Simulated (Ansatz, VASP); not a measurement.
**One calculation of Sn, two programs**

File INCAR:

```
SYSTEM = Sn
ALGO = Normal ; EDIFF = 1E-8
ENCUT = 520 ; ISIF = 2
ISMEAR = -1 ; LASPH = .True.
LCHARG = .False. ; LEFG = .True.
LREAL = .False. ; LWAVE = .False.
NBANDS = 21 ; NELM = 100
PREC = Accurate ; SIGMA = 0.03
```

Contents of KPOINTS:

```
k-points
0
Gamma
  9 9 9
  0 0 0
```

Contents of POSCAR:

```
Sn
1.0
    0.0324560000      3.2618280000      3.2618280000
    3.2618280000      0.0324560000      3.2618280000
    3.2618280000      3.2618280000      0.0324560000
Sn
2
Direct
    0.5000000000      0.5000000000      0.5000000000
    0.7500000000      0.7500000000      0.7500000000
```

Input for Ansatz:

```yaml
crystal:
  lattice:
    - [0.032456, 3.261828, 3.261828]
    - [3.261828, 0.032456, 3.261828]
    - [3.261828, 3.261828, 0.032456]
  atoms:
    - { symbol: Sn, position: [0.5, 0.5, 0.5] }
    - { symbol: Sn, position: [0.75, 0.75, 0.75] }
kpoints:
  mp_grid: { grid: [9, 9, 9] }
scf:
  occupations: { method: fermi_dirac, width: 0.03 }
hamiltonian:
  xc: lda
  pseudopotentials: { kind: all_electron, datasets: crystal }
output:
  forces: true
  stress: true
  eigenvalues: true
  efg: { contact_densities: true }
```

Change from the starting cell: equal xy, yz and zx shear strains of +1 %, crystal datasets.

Alike in both runs: task electric field gradients; functional LDA; k mesh 9 × 9 × 9; occupations fermi-dirac, width 0.03 eV; no spin polarisation.

|  | VASP | Ansatz |
| --- | --- | --- |
| version | VASP 6.6.1 | Ansatz 0.2.0 |
| potentials or method | VASP PAW LDA potentials, release 64 (Sn_d), cutoff 520 eV | all-electron PAW with datasets made for the crystal, scalar-relativistic |

|  | VASP | Ansatz | Ansatz less VASP |
| --- | --- | --- | --- |
| pressure (GPa) | -0.3 | -0.3 | +0.01 |
| traceless stress, the component that is largest in VASP (GPa) | -0.47 | -0.47 | +0.006 |
| rms of the force components (eV/Å) | 0.084 | 0.084 | +0.0003 |
| size of Vzz on the site where it differs most (V/Å²) | 15.0 | 14.3 | -0.68 |

LDA's correlation is that of Perdew and Zunger in VASP and of Perdew and Wang (1992) in Ansatz. Atom by atom the forces differ by 0.000 eV/Å (rms over components). Ansatz ran all-electron here, and VASP with PAW potentials.
